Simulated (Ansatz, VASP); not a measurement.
Nb2C3 in VASP and in Ansatz

File INCAR:

```
PREC = Accurate
ENCUT = 600
EDIFF = 1E-6
ISMEAR = 0
SIGMA = 0.1
LREAL = False
LASPH = True
NELM = 100
ALGO = Normal
ISIF = 3
LWAVE = False
LCHARG = False
GGA = PE
IBRION = 2
NSW = 100
EDIFFG = -0.01
```

KPOINTS

```
Automatic mesh
0
Gamma
  10 10 10
```

File POSCAR:

```
Nb2C3
1.0
    4.0349383166      0.0000000000      0.0000000000
    0.0000000000      4.0349383166      0.0000000000
    0.0000000000      0.0000000000      4.0349383166
Nb C
2 3
Direct
    0.5000000000      0.5000000000      0.5000000000
    0.0000000000      0.0000000000      0.0000000000
    0.5000000000      0.0000000000      0.0000000000
    0.0000000000      0.5000000000      0.0000000000
    0.0000000000      0.0000000000      0.5000000000
```

Input for Ansatz:

```yaml
crystal:
  lattice:
    - [4.0349383166, 0.0, 0.0]
    - [0.0, 4.0349383166, 0.0]
    - [0.0, 0.0, 4.0349383166]
  atoms:
    - { symbol: Nb, position: [0.5, 0.5, 0.5] }
    - { symbol: Nb, position: [0.0, 0.0, 0.0] }
    - { symbol: C, position: [0.5, 0.0, 0.0] }
    - { symbol: C, position: [0.0, 0.5, 0.0] }
    - { symbol: C, position: [0.0, 0.0, 0.5] }
basis:
  ecutwfc: 420
kpoints:
  mp_grid: { grid: [10, 10, 10] }
hamiltonian:
  xc: pbe
scf:
  occupations: { method: gaussian, width: 0.1 }
output:
  forces: true
  stress: true
  eigenvalues: true
relax:
  adjacent_minimum: "off"
  f_tol: 0.01
  max_steps: 80
  cell: { stress_tol: 0.05 }
```

Alike in both runs: task relaxation of cell and atoms; functional PBE; k mesh 10 × 10 × 10; occupations gaussian, width 0.1 eV; no spin polarisation.

|  | VASP | Ansatz |
| --- | --- | --- |
| version | VASP 6.6.1 | Ansatz 0.2.0 |
| potentials or method | VASP PAW PBE potentials, release 64 (Nb_sv, C), cutoff 600 eV | scalar-relativistic, plane waves, PAW |
| valence electrons in the cell | 38 | 38 |

```csv
,VASP,Ansatz,Ansatz less VASP
"gap on the k mesh at the Fermi level, each at its own relaxed structure (eV)",none,none,-
relaxed volume (Å³/atom),13.12,13.15,+0.032
relaxed cell length with the largest relative difference (Å),4.033,4.036,+0.0033
```

A gap of «none» marks a metal or a gap that the smearing closes.
